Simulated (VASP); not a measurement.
# Al16SbN15 (a cell with a defect) in VASP: a series of runs, part 3 of 3

VASP 6.6.1. The steps go on from the part before.

## 7. Relaxation of the atoms, PBE

Input file INCAR:

```
PREC = Accurate
ENCUT = 520
EDIFF = 1E-7
ISMEAR = -1
SIGMA = 0.01
LREAL = Auto
LASPH = True
NELM = 120
ALGO = Normal
ISIF = 2
LWAVE = False
LCHARG = False
GGA = PE
IBRION = 2
NSW = 100
EDIFFG = -0.03
GGA_COMPAT = False
NELMIN = 4
```

Input file KPOINTS:

```
Automatic mesh
0
Gamma
  1 1 1
  0.25 0.25 0.25
```

Input file POSCAR:

```
Al16SbN15
1.0
    6.2595139100      0.0000000600      0.0000000000
   -3.1297570100      5.4208980300      0.0000000000
    0.0000000000      0.0000000000     10.0348065900
Al N Sb
16 15 1
Direct
    0.3333333300      0.1666666700      0.2496176900
    0.1666666700      0.3333333300      0.4996176900
    0.3333333300      0.1666666700      0.7496176900
    0.1666666700      0.3333333300      0.9996176900
    0.3333333300      0.6666666700      0.2496176900
    0.1666666700      0.8333333300      0.4996176900
    0.3333333300      0.6666666700      0.7496176900
    0.1666666700      0.8333333300      0.9996176900
    0.8333333300      0.1666666700      0.2496176900
    0.6666666700      0.3333333300      0.4996176900
    0.8333333300      0.1666666700      0.7496176900
    0.6666666700      0.3333333300      0.9996176900
    0.8333333300      0.6666666700      0.2496176900
    0.6666666700      0.8333333300      0.4996176900
    0.8333333300      0.6666666700      0.7496176900
    0.6666666700      0.8333333300      0.9996176900
    0.3333333300      0.1666666700      0.4403823100
    0.1666666700      0.3333333300      0.1903823100
    0.3333333300      0.1666666700      0.9403823100
    0.1666666700      0.3333333300      0.6903823100
    0.3333333300      0.6666666700      0.4403823100
    0.1666666700      0.8333333300      0.1903823100
    0.3333333300      0.6666666700      0.9403823100
    0.1666666700      0.8333333300      0.6903823100
    0.8333333300      0.1666666700      0.4403823100
    0.6666666700      0.3333333300      0.1903823100
    0.8333333300      0.1666666700      0.9403823100
    0.6666666700      0.3333333300      0.6903823100
    0.6666666700      0.8333333300      0.1903823100
    0.8333333300      0.6666666700      0.9403823100
    0.6666666700      0.8333333300      0.6903823100
    0.8333333300      0.6666666700      0.4403823100
```

Potentials or basis: VASP PAW PBE potentials, release 64 (Al, N, Sb).

Command:

```sh
cat potpaw_PBE.64/Al/POTCAR potpaw_PBE.64/N/POTCAR potpaw_PBE.64/Sb/POTCAR > POTCAR
mpirun -np 1 vasp_std > vasp.out
```

OUTCAR:

```text
PREC = Accurate
   ENCUT = 520
   EDIFF = 1E-7
   ISMEAR = -1
   LREAL = Auto
   LASPH = True
   NELM = 120
   ISIF = 2
   GGA = PE
   IBRION = 2
   NSW = 100
   EDIFFG = -0.03
   NELMIN = 4

 ion  position               nearest neighbor table
   1  0.333  0.167  0.250-  18 1.90  26 1.90  22 1.90  17 1.91   2 3.09   4 3.09  10 3.09  12 3.09
                             6 3.09   8 3.09  13 3.13  13 3.13   9 3.13   9 3.13   5 3.13   5 3.13
   2  0.167  0.333  0.500-  17 1.90  25 1.90  21 1.90  20 1.91   1 3.09   3 3.09   9 3.09  11 3.09
                             5 3.09   7 3.09  14 3.13  14 3.13  10 3.13  10 3.13   6 3.13   6 3.13
   3  0.333  0.167  0.750-  20 1.90  28 1.90  24 1.90  19 1.91   2 3.09   4 3.09  10 3.09  12 3.09
                             6 3.09   8 3.09  15 3.13  15 3.13  11 3.13  11 3.13   7 3.13   7 3.13
   4  0.167  0.333  1.000-  19 1.90  27 1.90  23 1.90  18 1.91   1 3.09   3 3.09   9 3.09  11 3.09
                             5 3.09   7 3.09  16 3.13  16 3.13  12 3.13  12 3.13   8 3.13   8 3.13
   5  0.333  0.667  0.250-  22 1.90  29 1.90  18 1.90  21 1.91   6 3.09   8 3.09  14 3.09  16 3.09
                             2 3.09   4 3.09   9 3.13   9 3.13  13 3.13  13 3.13   1 3.13   1 3.13
   6  0.167  0.833  0.500-  21 1.90  32 1.90  17 1.90  24 1.91   5 3.09   7 3.09  13 3.09  15 3.09
                             1 3.09   3 3.09  10 3.13  10 3.13  14 3.13  14 3.13   2 3.13   2 3.13
   7  0.333  0.667  0.750-  24 1.90  31 1.90  20 1.90  23 1.91   6 3.09   8 3.09  14 3.09  16 3.09
                             2 3.09   4 3.09  11 3.13  11 3.13  15 3.13  15 3.13   3 3.13   3 3.13
   8  0.167  0.833  1.000-  23 1.90  30 1.90  19 1.90  22 1.91   5 3.09   7 3.09  13 3.09  15 3.09
                             1 3.09   3 3.09  12 3.13  12 3.13  16 3.13  16 3.13   4 3.13   4 3.13
   9  0.833  0.167  0.250-  26 1.90  18 1.90  29 1.90  25 1.91  10 3.09  12 3.09   2 3.09   4 3.09
[... 15 lines left out ...]
  17  0.333  0.167  0.440-   2 1.90  10 1.90   6 1.90   1 1.91
  18  0.167  0.333  0.190-   1 1.90   9 1.90   5 1.90   4 1.91
  19  0.333  0.167  0.940-   4 1.90  12 1.90   8 1.90   3 1.91
  20  0.167  0.333  0.690-   3 1.90  11 1.90   7 1.90   2 1.91
  21  0.333  0.667  0.440-   6 1.90  14 1.90   2 1.90   5 1.91
  22  0.167  0.833  0.190-   5 1.90  13 1.90   1 1.90   8 1.91
  23  0.333  0.667  0.940-   8 1.90  16 1.90   4 1.90   7 1.91
  24  0.167  0.833  0.690-   7 1.90  15 1.90   3 1.90   6 1.91
  25  0.833  0.167  0.440-  10 1.90   2 1.90  14 1.90   9 1.91
  26  0.667  0.333  0.190-   9 1.90   1 1.90  13 1.90  12 1.91
[... 232 lines left out ...]
------------------------ aborting loop because EDIFF is reached ----------------------------------------

  FORCE on cell =-STRESS in cart. coord.  units (eV):
  Direction    XX          YY          ZZ          XY          YZ          ZX
  --------------------------------------------------------------------------------------
  -------------------------------------------------------------------------------------
  Total       48.9688043     48.9688043     56.7704129     -0.0000000      0.0000000      0.0000000
  in kB      230.4141927    230.4141926    267.1233053     -0.0000001      0.0000000      0.0000000
  external PRESSURE =     242.6505635 kB  Pullay stress =       0.0000000 kB
[... 179 lines left out ...]
  FREE ENERGIE OF THE ION-ELECTRON SYSTEM (eV)
  ---------------------------------------------------
  free  energy   TOTEN  =      -224.7323160251 eV

  energy  without entropy=     -224.7323160251  energy(sigma->0) =     -224.73231603

[... ionic steps 4 to 19 ...]

--------------------------------------- Ionic step       20  -------------------------------------------

 number of electron     128.0000006 magnetization

------------------------ aborting loop because EDIFF is reached ----------------------------------------
[... 127 lines left out ...]
--------------------------------------- Ionic step       22  -------------------------------------------

 number of electron     128.0000006 magnetization

 Free energy of the ion-electron system (eV)
  ---------------------------------------------------
  ext. energy  EPLUGINS =         0.00000000
  ---------------------------------------------------
  free energy    TOTEN  =      -226.83522822 eV

  energy without entropy =     -226.83522822  energy(sigma->0) =     -226.83522822

 E-fermi :   8.6103     XC(G=0): -11.0315

 val. band max:        8.3329516505   @ k =   0.2500   0.2500   0.2500
 cond. band min:      10.7052967670   @ k =   0.2500   0.2500   0.2500
 fundamental gap:      2.3723451165
 Fermi energy:         8.6102979723

 k-point     1 :       0.2500    0.2500    0.2500
  band No.  band energies     occupation
      1      -8.2798      2.00000
      2      -7.7409      2.00000
      3      -7.6306      2.00000
      4      -7.5571      2.00000
      5      -7.1213      2.00000
      6      -7.1012      2.00000
[... 68 lines left out ...]
     75      13.5563      0.00000
     76      13.6079      0.00000
 [bands above 76 left out]

------------------------ aborting loop because EDIFF is reached ----------------------------------------

  FORCE on cell =-STRESS in cart. coord.  units (eV):
  Direction    XX          YY          ZZ          XY          YZ          ZX
  --------------------------------------------------------------------------------------
  -------------------------------------------------------------------------------------
  Total       27.7049220     27.7049220     36.6792348     -0.0000000     -0.0000000      0.0000000
  in kB      130.3606923    130.3606922    172.5877604     -0.0000001     -0.0000000      0.0000000
  external PRESSURE =     144.4363816 kB  Pullay stress =       0.0000000 kB
[... 47 lines left out ...]
  FREE ENERGIE OF THE ION-ELECTRON SYSTEM (eV)
  ---------------------------------------------------
  free  energy   TOTEN  =      -226.8352282248 eV

  energy  without entropy=     -226.8352282248  energy(sigma->0) =     -226.83522822

 reached required accuracy - stopping structural energy minimisation
```

OSZICAR:

```text
N       E                     dE             d eps       ncg     rms          rms(c)
DAV:   1     0.604153782252E+03    0.60415E+03   -0.58992E+04   162   0.142E+03
DAV:   2    -0.188394525368E+03   -0.79255E+03   -0.76716E+03   203   0.274E+02
DAV:   3    -0.247493557523E+03   -0.59099E+02   -0.58763E+02   188   0.837E+01
[... 268 lines left out ...]
DAV:   4    -0.226835230753E+03    0.16580E-04   -0.73749E-05   188   0.334E-02    0.110E-02
DAV:   5    -0.226835228800E+03    0.19537E-05   -0.11226E-05   212   0.176E-02    0.839E-03
DAV:   6    -0.226835228444E+03    0.35586E-06   -0.74805E-06   188   0.117E-02    0.458E-03
DAV:   7    -0.226835228323E+03    0.12031E-06   -0.14687E-06   188   0.512E-03    0.204E-03
DAV:   8    -0.226835228225E+03    0.98649E-07   -0.17790E-07   132   0.333E-03
  22 F= -.22683523E+03 E0= -.22683523E+03  d E =-.477437E-03
```

CONTCAR:

```text
Al16SbN15
   1.00000000000000
     6.2595139099999999    0.0000000600000000    0.0000000000000000
    -3.1297570100000001    5.4208980300000000    0.0000000000000000
     0.0000000000000000    0.0000000000000000   10.0348065900000005
  Al              N               Sb
    16    15     1
Direct
     0.3362039927655544    0.1637960072344457    0.2515810638370023
     0.1666666699999979    0.3333333300000021    0.4987064466127279
     0.3287935386306968    0.1712064613693031    0.7567326344209755
     0.1666666699999979    0.3333333300000021    0.0095119011557399
     0.3362039927655544    0.6724079955311025    0.2515810638370023
     0.2085170333711224    0.8542585116855644    0.5207750845377904
[... 24 lines left out ...]
     0.6625244972297830    0.8374755027702170    0.7061867197551891
     0.8333333300000021    0.6666666699999979    0.4140265001477261

  0.00000000E+00  0.00000000E+00  0.00000000E+00
  0.00000000E+00  0.00000000E+00  0.00000000E+00
  0.00000000E+00  0.00000000E+00  0.00000000E+00
  0.00000000E+00  0.00000000E+00  0.00000000E+00
  0.00000000E+00  0.00000000E+00  0.00000000E+00
  0.00000000E+00  0.00000000E+00  0.00000000E+00
[... 24 lines left out ...]
  0.00000000E+00  0.00000000E+00  0.00000000E+00
  0.00000000E+00  0.00000000E+00  0.00000000E+00
```

Run time: 26 min. Hardware: 1 thread of Intel Xeon Platinum 8375C at 2.90GHz (Ice Lake), shared host; peak memory 0.49 GiB.

Results:

```
Free energy                  : -226.8352 eV
Energy gained by relaxing    : 392.6 meV/atom
Ionic steps                  : 22
Pressure after relaxing      : 14.4 GPa
Largest force after relaxing : 0.028 eV/Å
Band gap on the k mesh       : 2.37 eV
```

Forces on the atoms (eV/Å):
```
Al   0.006 -0.003  0.004
Al   0.000  0.000  0.004
Al   0.006 -0.003 -0.006
Al   0.000  0.000 -0.005
Al   0.000  0.006  0.004
Al  -0.015 -0.009 -0.013
Al   0.000  0.007 -0.006
Al  -0.006 -0.003  0.017
Al  -0.006 -0.003  0.004
Al   0.000  0.018 -0.013
Al  -0.006 -0.003 -0.006
Al   0.000  0.007  0.017
Al   0.000  0.000 -0.007
Al   0.015 -0.009 -0.013
Al   0.000  0.000  0.017
Al   0.006 -0.003  0.017
N   -0.002  0.001  0.011
N    0.000  0.000 -0.014
N   -0.011  0.006 -0.003
N    0.000  0.000  0.015
N    0.000 -0.002  0.011
N   -0.001 -0.001 -0.016
N    0.000 -0.012 -0.003
N    0.002  0.001  0.003
N    0.002  0.001  0.011
N    0.000  0.002 -0.016
N    0.011  0.006 -0.003
N    0.000 -0.002  0.003
N    0.001 -0.001 -0.016
N    0.000  0.000 -0.026
N   -0.002  0.001  0.003
Sb   0.000  0.000  0.028
```

Step by step:
```csv
step,energy change (eV),largest force (eV/Å),pressure (GPa)
1,0.0000,18.3275,24.27
2,9.2423,37.2382,27.06
3,-10.4588,3.7049,16.33
4,-10.8507,2.1528,16.58
5,-10.8949,2.0671,16.77
6,-11.8286,1.7912,16.01
7,-11.8618,2.1437,15.95
8,-12.2132,0.9544,15.32
9,-12.2141,0.9729,15.28
10,-12.4309,0.5589,14.97
11,-12.4430,0.7798,14.91
12,-12.5039,0.2479,14.76
13,-12.5085,0.2816,14.71
14,-12.5388,0.2799,14.57
15,-12.5433,0.3025,14.49
16,-12.5554,0.1476,14.49
17,-12.5556,0.1658,14.49
18,-12.5593,0.0888,14.44
19,-12.5593,0.0841,14.44
20,-12.5612,0.0584,14.44
21,-12.5612,0.0550,14.44
22,-12.5617,0.0280,14.44
```

Final structure:
```
Al N Sb
1.0
     6.25951    0.00000    0.00000
    -3.12976    5.42090    0.00000
     0.00000    0.00000   10.03481
Al N Sb
16 15 1
Cartesian
  1.5918 0.8879 2.5246
  0.0000 1.8070 5.0044
  1.5223 0.9281 7.5937
  0.0000 1.8070 0.0955
  0.0000 3.6451 2.5246
  -1.3684 4.6308 5.2259
  0.0000 3.5647 7.5937
  -1.4987 4.5556 9.9424
  4.6677 0.8879 2.5246
  3.1298 1.5801 5.2259
  4.7373 0.9281 7.5937
  3.1298 1.7306 9.9424
  3.1298 3.6139 1.7901
  1.3684 4.6308 5.2259
  3.1298 3.6139 7.5220
  1.4987 4.5556 9.9424
  1.5820 0.8936 4.4567
  0.0000 1.8070 1.9839
  1.5192 0.9299 9.4336
  0.0000 1.8070 6.9161
  0.0000 3.6337 4.4567
  -1.4894 4.5610 1.7560
  0.0000 3.5612 9.4336
  -1.5260 4.5399 7.0864
  4.6775 0.8936 4.4567
  3.1298 1.7198 1.7560
  4.7403 0.9299 9.4336
  3.1298 1.7621 7.0864
  1.4894 4.5610 1.7560
  3.1298 3.6139 9.5036
  1.5260 4.5399 7.0864
  3.1298 3.6139 4.1547
```

Levels at points of the mesh, in eV from the valence-band top:
```tsv
k point	band 61	band 62	band 63	band 64	band 65	band 66	band 67	band 68
(0.25, 0.25, 0.25)	-2.35	-0.76	-0.35	0.00	2.37	3.62	4.08	4.29
```

Caveat: the k points lie up to 1.16 Å⁻¹ apart; spin-orbit coupling is left out, which moves the levels of the heavy elements.
